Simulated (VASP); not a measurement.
# MgSi4N (P6/mmm) in VASP: single point with PBE

Aim: the single point of MgSi4N with PBE.

Everything below comes from runs of VASP 6.6.1. Logs are shortened: lines on timing, memory, paths and dates and some standing lists are left out, and cuts for length are marked.

### 1 The cell of the first run

Symmetry: P6/mmm, No. 191, hexagonal system. Conventional cell: a = 4.639 Å, b = 4.639 Å, c = 8.474 Å, α = 90.00°, β = 90.00°, γ = 120.00°. Mg (site symmetry 6/mmm) has 8 Si at 2.60 to 2.68 Å within 3.4 Å. Within 2.2 Å of Si (site symmetry 6mm) lie 1 N at 1.64 Å. Within 3.5 Å of Si (site symmetry -6m2) lie 3 Si at 2.68 Å and 3 Mg at 2.68 Å. Within 2.2 Å of N (site symmetry 6/mmm) lie 2 Si at 1.64 Å.

### 2 Single point, PBE

The input, INCAR:

```
SYSTEM = MgSi4N
  PREC = Accurate
  ENCUT = 520
  EDIFF = 1E-6
  ISMEAR = 0
  SIGMA = 0.1
  LREAL = .FALSE.
  LASPH = .TRUE.
  NELM = 100
  ALGO = Normal
  ISIF = 2
  LWAVE = .FALSE.
  LCHARG = .FALSE.
  GGA = PE
  NBANDS = 20
```

The input, KPOINTS:

```
Automatic mesh
0
G
  12 12 6
  0 0 0
```

The input, POSCAR:

```
MgSi4N
1.0
    4.6394074595      0.0000000000      0.0000000000
   -2.3197037298      4.0178447184      0.0000000000
    0.0000000000      0.0000000000      8.4736336182
Mg Si N
1 4 1
Direct
    0.0000000000      0.0000000000      0.0000000000
    0.0000000000      0.0000000000      0.6931525963
    0.0000000000      0.0000000000      0.3068474037
    0.3333333333      0.6666666667      0.0000000000
    0.6666666667      0.3333333333      0.0000000000
    0.0000000000      0.0000000000      0.5000000000
```

Potentials or basis: VASP PAW PBE potentials, release 64 (Mg, Si, N).

Run with:

```bash
cat potpaw_PBE.64/Mg/POTCAR potpaw_PBE.64/Si/POTCAR potpaw_PBE.64/N/POTCAR > POTCAR
mpirun -np 1 vasp_std > vasp.out
```

OUTCAR:

```text
SYSTEM = MgSi4N
   PREC = Accurate
   ENCUT = 520
   EDIFF = 1E-6
   ISMEAR = 0
   LREAL = .FALSE.
   LASPH = .TRUE.
   NELM = 100
   ISIF = 2
   GGA = PE

 ion  position               nearest neighbor table
   1  0.000  0.000  0.000-   2 2.60   3 2.60   4 2.68   5 2.68   4 2.68   5 2.68   5 2.68   4 2.68

   2  0.000  0.000  0.693-   6 1.64   1 2.60
   3  0.000  0.000  0.307-   6 1.64   1 2.60
   4  0.333  0.667  0.000-   5 2.68   5 2.68   1 2.68   1 2.68   1 2.68   5 2.68
   5  0.667  0.333  0.000-   4 2.68   4 2.68   1 2.68   1 2.68   1 2.68   4 2.68
   6  0.000  0.000  0.500-   2 1.64   3 1.64

  LATTYP: Found a hexagonal cell.
 ALAT       =     4.6394074595
 C/A-ratio  =     1.8264473841

  Lattice vectors:

 A1 = (   4.6394074595,   0.0000000000,   0.0000000000)
 A2 = (  -2.3197037298,   4.0178447184,   0.0000000000)
 A3 = (   0.0000000000,   0.0000000000,   8.4736336182)

Analysis of symmetry for initial positions (statically):
=====================================================================
 Subroutine PRICEL returns:
 Original cell was already a primitive cell.

 Routine SETGRP: Setting up the symmetry group for a
 hexagonal supercell.

 Subroutine GETGRP returns: Found 24 space group operations
 (whereof 24 operations were pure point group operations)
 out of a pool of 24 trial point group operations.

The static configuration has the point symmetry D_6h.

Analysis of symmetry for dynamics (positions and initial velocities):
=====================================================================
 Subroutine PRICEL returns:
 Original cell was already a primitive cell.

 Routine SETGRP: Setting up the symmetry group for a
 hexagonal supercell.

 Subroutine GETGRP returns: Found 24 space group operations
 (whereof 24 operations were pure point group operations)
 out of a pool of 24 trial point group operations.

The dynamic configuration has the point symmetry D_6h.

 Subroutine INISYM returns: Found 24 space group operations
 (whereof 24 operations are pure point group operations),
 and found     1 'primitive' translations

----------------------------------------------------------------------------------------

                                     Primitive cell

  volume of cell :     157.9521

  direct lattice vectors                    reciprocal lattice vectors
     4.639407460  0.000000000  0.000000000     0.215544767  0.124444829  0.000000000
    -2.319703730  4.017844718  0.000000000     0.000000000  0.248889659  0.000000000
     0.000000000  0.000000000  8.473633618     0.000000000  0.000000000  0.118013127

  length of vectors
     4.639407460  4.639407459  8.473633618     0.248889659  0.248889659  0.118013127

  position of ions in fractional coordinates (direct lattice)
     0.000000000  0.000000000  0.000000000
     0.000000000  0.000000000  0.693152596
     0.000000000  0.000000000  0.306847404
     0.333333333  0.666666667  0.000000000
     0.666666667  0.333333333  0.000000000
     0.000000000  0.000000000  0.500000000

  ion indices of the primitive-cell ions
   primitive index   ion index
                 1           1
                 2           2
                 3           3
                 4           4
                 5           5
                 6           6

----------------------------------------------------------------------------------------

 KPOINTS: Automatic mesh

Automatic generation of k-mesh.
 Grid dimensions read from file:
 generate k-points for:   12   12    6

 Generating k-lattice:

  Cartesian coordinates                     Fractional coordinates (reciprocal lattice)
     0.017962064  0.010370402  0.000000000     0.083333333 -0.000000000  0.000000000
     0.000000000  0.020740805  0.000000000     0.000000000  0.083333333  0.000000000
     0.000000000  0.000000000  0.019668854     0.000000000  0.000000000  0.166666667

  Length of vectors
     0.020740805  0.020740805  0.019668854

  Shift w.r.t. Gamma in fractional coordinates (k-lattice)
     0.000000000  0.000000000  0.000000000

 Subroutine IBZKPT returns following result:
 ===========================================

 Found     76 irreducible k-points:

 Following reciprocal coordinates:
            Coordinates               Weight
  0.000000  0.000000  0.000000      1.000000
  0.083333  0.000000  0.000000      6.000000
  0.166667  0.000000  0.000000      6.000000
  0.250000  0.000000  0.000000      6.000000
  0.333333 -0.000000  0.000000      6.000000
  0.416667  0.000000  0.000000      6.000000
[... 16 lines left out ...]
  0.250000  0.000000  0.166667     12.000000
  0.333333 -0.000000  0.166667     12.000000
 [... further k-points ...]
   k-points           NKPTS =     76   k-points in BZ     NKDIM =     76   number of bands    NBANDS=     20
   number of dos      NEDOS =    301   number of ions     NIONS =      6
   total plane-waves  NPLWV =  82944
   dimension x,y,z NGX =    36 NGY =   36 NGZ =   64
   dimension x,y,z NGXF=    72 NGYF=   72 NGZF=  128
   ions per type =               1   4   1
   NGX,Y,Z   is equivalent  to a cutoff of  12.90, 12.90, 12.56 a.u.
   NGXF,Y,Z  is equivalent  to a cutoff of  25.80, 25.80, 25.11 a.u.
 SYSTEM =  MgSi4N
   PREC   = accura    normal or accurate (medium, high low for compatibility)
   ISTART =      0    job   : 0-new  1-cont  2-samecut
   ICHARG =      2    charge: 1-file 2-atom 10-const
   ISPIN  =      1    spin polarized calculation?
   LNONCOLLINEAR =      F non collinear calculations
   LSORBIT =      F    spin-orbit coupling
   LASPH  =      T    aspherical Exc in radial PAW
   ENCUT  =  520.0 eV  38.22 Ry    6.18 a.u.   8.63  8.63 15.76*2*pi/ulx,y,z
   NELM   =    100;   NELMIN=  2; NELMDL= -5     # of ELM steps
   EDIFF  = 0.1E-05   stopping-criterion for ELM
   LREAL  =      F    real-space projection
   EDIFFG = 0.1E-04   stopping-criterion for IOM
   NSW    =      0    number of steps for IOM
   IBRION =     -1    ionic relax: 0-MD 1-quasi-New 2-CG
   NFREE  =      0    steps in history (QN), initial steepest desc. (CG)
   ISIF   =      2    stress and relaxation
   ISYM   =      2    0-nonsym 1-usesym 2-fastsym
   POTIM  = 0.5000    time-step for ionic-motion
   TEBEG  =    0.0;   TEEND  =   0.0 temperature during run
   PSTRESS=    0.0 pullay stress
   NELECT =      23.0000    total number of electrons
   NUPDOWN=      -1.0000    fix difference up-down
   EMIN   =  10.00;   EMAX   =-10.00  energy-range for DOS
   EFERMI =   0.00;   METHOD = LEGACY
   ISMEAR =     0;   SIGMA  =   0.10  broadening in eV -4-tet -1-fermi 0-gaus
   EFERMI_NEDOS =   21; number of points for ismear=-14 and -15
   IALGO  =     38    algorithm
   IMIX   =      4    mixing-type and parameters
     AMIX     =   0.40;   BMIX     =  1.00
     AMIX_MAG =   1.60;   BMIX_MAG =  1.00
  volume/ion in A,a.u.               =      26.33       177.65
  Fermi-wavevector in a.u.,A,eV,Ry     =   0.861276  1.627576 10.092751  0.741796
  Thomas-Fermi vector in A             =   1.978906
   LORBIT       =      0    0 simple, 1 ext, 2 COOP (PROOUT), +10 PAW based schemes
   GGA     = PE    functional components
   LHFCALC =     F    Hartree Fock is set to
   AEXX    =    0.0000 exact exchange contribution
   IVDW    =     0    specifies the selected vdW correction
   LEPSILON=     F    determine dielectric tensor
   LRPA    =     F    only Hartree local field effects (RPA)
 non-spin polarized calculation
 Gauss-broadening in eV      SIGMA  =   0.10
  energy-cutoff  :      520.00
  volume of cell :      157.95
 maximum number of plane-waves:      4292
 NGX is ok and might be reduce to    36
   NGX = 17   NGY = 17   NGZ = 31

 number of electron      22.9999998 magnetization

 Free energy of the ion-electron system (eV)
  ---------------------------------------------------
  ext. energy  EPLUGINS =         0.00000000
  ---------------------------------------------------
  free energy    TOTEN  =       -27.07753990 eV

  energy without entropy =      -27.06117883  energy(sigma->0) =      -27.06935937

 E-fermi :   2.5453     XC(G=0):  -7.7308

 val. band max:        2.5452192435   @ k =   0.2500   0.2500   0.5000
 cond. band min:       2.5514714220   @ k =   0.1667   0.0833   0.3333
 fundamental gap:      0.0062521785
 Fermi energy:         2.5452768144

 k-point     1 :       0.0000    0.0000    0.0000
  band No.  band energies     occupation
      1     -13.5908      2.00000
      2      -7.9067      2.00000
      3      -6.8864      2.00000
      4      -2.4973      2.00000
      5      -2.3959      2.00000
      6      -1.1232      2.00000
[... 12 lines left out ...]
     19       6.1705      0.00000
     20       6.3077      0.00000

 k-point     2 :       0.0833    0.0000    0.0000
  band No.  band energies     occupation
      1     -13.5888      2.00000
      2      -7.8482      2.00000
      3      -6.8774      2.00000
      4      -2.5119      2.00000
      5      -2.3603      2.00000
      6      -1.2002      2.00000
[... 12 lines left out ...]
     19       6.1331      0.00000
     20       6.4490      0.00000

 k-point     3 :       0.1667    0.0000    0.0000
  band No.  band energies     occupation
      1     -13.5834      2.00000
      2      -7.6736      2.00000
      3      -6.8526      2.00000
      4      -2.6223      2.00000
      5      -2.2544      2.00000
      6      -2.0228      2.00000
[... 12 lines left out ...]
     19       6.0454      0.00000
     20       6.7718      0.00000

 k-point     4 :       0.2500    0.0000    0.0000
  band No.  band energies     occupation
      1     -13.5760      2.00000
      2      -7.3860      2.00000
      3      -6.8184      2.00000
      4      -3.2634      2.00000
      5      -2.3723      2.00000
      6      -2.0830      2.00000
[... 12 lines left out ...]
     19       5.9634      0.00000
     20       7.0511      0.00000

 k-point     5 :       0.3333   -0.0000    0.0000
  band No.  band energies     occupation
      1     -13.5687      2.00000
      2      -6.9938      2.00000
      3      -6.7838      2.00000
      4      -4.1232      2.00000
      5      -2.4251      2.00000
      6      -1.8613      2.00000
[... 12 lines left out ...]
     19       6.5783      0.00000
     20       7.1185      0.00000

 k-point     6 :       0.4167    0.0000    0.0000
  band No.  band energies     occupation
      1     -13.5632      2.00000
      2      -6.7582      2.00000
      3      -6.5275      2.00000
      4      -4.8896      2.00000
      5      -2.4448      2.00000
      6      -1.6370      2.00000
[... 12 lines left out ...]
     19       7.0014      0.00000
     20       7.0551      0.00000

 k-point     7 :       0.5000    0.0000    0.0000
  band No.  band energies     occupation
      1     -13.5612      2.00000
      2      -6.7488      2.00000
      3      -6.2056      2.00000
      4      -5.3132      2.00000
      5      -2.4509      2.00000
      6      -1.6147      2.00000
[... 12 lines left out ...]
     19       7.0148      0.00000
     20       7.1607      0.00000
[... 277 lines left out ...]
 k-point    20 :       0.0000    0.0000    0.1667
  band No.  band energies     occupation
      1     -13.5905      2.00000
      2      -7.9443      2.00000
      3      -6.8095      2.00000
      4      -3.0447      2.00000
      5      -1.8049      2.00000
      6      -1.1204      2.00000
[... 12 lines left out ...]
     19       5.9277      0.00000
     20       5.9476      0.00000

 k-point    21 :       0.0833    0.0000    0.1667
  band No.  band energies     occupation
      1     -13.5886      2.00000
      2      -7.8872      2.00000
      3      -6.8002      2.00000
      4      -3.0230      2.00000
      5      -1.8123      2.00000
      6      -1.1886      2.00000
[... 12 lines left out ...]
     19       5.8847      0.00000
     20       6.1489      0.00000

 k-point    22 :       0.1667    0.0000    0.1667
  band No.  band energies     occupation
      1     -13.5832      2.00000
      2      -7.7175      2.00000
      3      -6.7740      2.00000
      4      -2.9784      2.00000
      5      -2.1591      2.00000
      6      -1.7328      2.00000
[... 12 lines left out ...]
     19       5.7875      0.00000
     20       6.5489      0.00000

 k-point    23 :       0.2500    0.0000    0.1667
  band No.  band energies     occupation
      1     -13.5759      2.00000
      2      -7.4427      2.00000
      3      -6.7330      2.00000
      4      -3.2685      2.00000
      5      -2.7129      2.00000
      6      -1.7327      2.00000
[... 12 lines left out ...]
     19       5.8797      0.00000
     20       6.9640      0.00000

 k-point    24 :       0.3333   -0.0000    0.1667
  band No.  band energies     occupation
      1     -13.5685      2.00000
      2      -7.0922      2.00000
      3      -6.6660      2.00000
      4      -4.0968      2.00000
      5      -2.6637      2.00000
      6      -1.6842      2.00000
[... 12 lines left out ...]
     19       6.3986      0.00000
     20       7.2685      0.00000

 [... further k-points ...]

------------------------ aborting loop because EDIFF is reached ----------------------------------------

  FORCE on cell =-STRESS in cart. coord.  units (eV):
  Direction    XX          YY          ZZ          XY          YZ          ZX
  --------------------------------------------------------------------------------------
  -------------------------------------------------------------------------------------
  Total       -0.0440009     -0.0440009     -0.0582581      0.0000000      0.0000000      0.0000000
  in kB       -0.4463207     -0.4463207     -0.5909375      0.0000000      0.0000000      0.0000000
  external PRESSURE =      -0.4945263 kB  Pullay stress =       0.0000000 kB

 VOLUME and BASIS-vectors are now :
 -----------------------------------------------------------------------------
  energy-cutoff  :      520.00
  volume of cell :      157.95
      direct lattice vectors                 reciprocal lattice vectors
     4.639407460  0.000000000  0.000000000     0.215544767  0.124444829  0.000000000
    -2.319703730  4.017844718  0.000000000     0.000000000  0.248889659  0.000000000
     0.000000000  0.000000000  8.473633618     0.000000000  0.000000000  0.118013127

 POSITION                                       TOTAL-FORCE (eV/Angst)
 -----------------------------------------------------------------------------------
      0.00000      0.00000      0.00000        -0.000000      0.000000      0.000000
      0.00000      0.00000      5.87352        -0.000000     -0.000000      0.008241
      0.00000      0.00000      2.60011         0.000000      0.000000     -0.008241
     -0.00000      2.67856      0.00000        -0.000000     -0.000000     -0.000000
      2.31970      1.33928      0.00000         0.000000      0.000000      0.000000
      0.00000      0.00000      4.23682        -0.000000      0.000000      0.000000
 -----------------------------------------------------------------------------------
    total drift:                                0.000000     -0.000000      0.000000

  FREE ENERGIE OF THE ION-ELECTRON SYSTEM (eV)
  ---------------------------------------------------
  free  energy   TOTEN  =       -27.0775399030 eV

  energy  without entropy=      -27.0611788274  energy(sigma->0) =      -27.06935937
```

It took 2.8 min on 1 thread of Intel Xeon Platinum 8488C (Sapphire Rapids), shared host; peak memory 0.41 GiB.

Results:

* Free energy: -27.0775 eV
* Pressure: 0.0 GPa
* Largest force: 0.008 eV/Å

Forces on the atoms (eV/Å):
```
Mg   0.000  0.000  0.000
Si   0.000  0.000  0.008
Si   0.000  0.000 -0.008
Si   0.000  0.000  0.000
Si   0.000  0.000  0.000
N    0.000  0.000  0.000
```
